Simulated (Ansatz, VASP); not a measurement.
# One calculation of CdS, two programs

```
CELL_PARAMETERS angstrom
0.00000 2.96340 2.96340
2.96340 0.00000 2.96340
2.96340 2.96340 0.00000
ATOMIC_POSITIONS crystal
Cd 0.00000 0.00000 0.00000
S 0.25000 0.25000 0.25000
```

Alike in both runs: functional PBE; k mesh 8 × 8 × 8; occupations gaussian, width 0.02 eV; no spin polarisation.

Ansatz relaxed the structure, and its values are those at the end. VASP's run is a single point on that final structure, the one shown.

|  | VASP | Ansatz |
| --- | --- | --- |
| version | VASP 6.6.1 | Ansatz 0.2.0 |
| potentials or method | VASP PAW PBE potentials, release 64 (Cd, S), cutoff 500 eV | scalar-relativistic, plane waves, PAW |
| valence electrons in the cell | 18 | 26 |

Ansatz gave:

```
gap on the k mesh at the Fermi level (eV) : 1.04
least direct gap on the mesh (eV)         : 1.04
pressure (GPa)                            : 0.0
```

Question: Which values does VASP return?

Answer: gap on the k mesh at the Fermi level (eV): 1.04; least direct gap on the mesh (eV): 1.04; pressure (GPa): 0.3.

The functional is the same, so the differences come from potentials, cutoffs and numerics. VASP's potentials hold 18 valence electrons a cell and Ansatz's 26, so a difference there can come from the potentials and not from the codes.
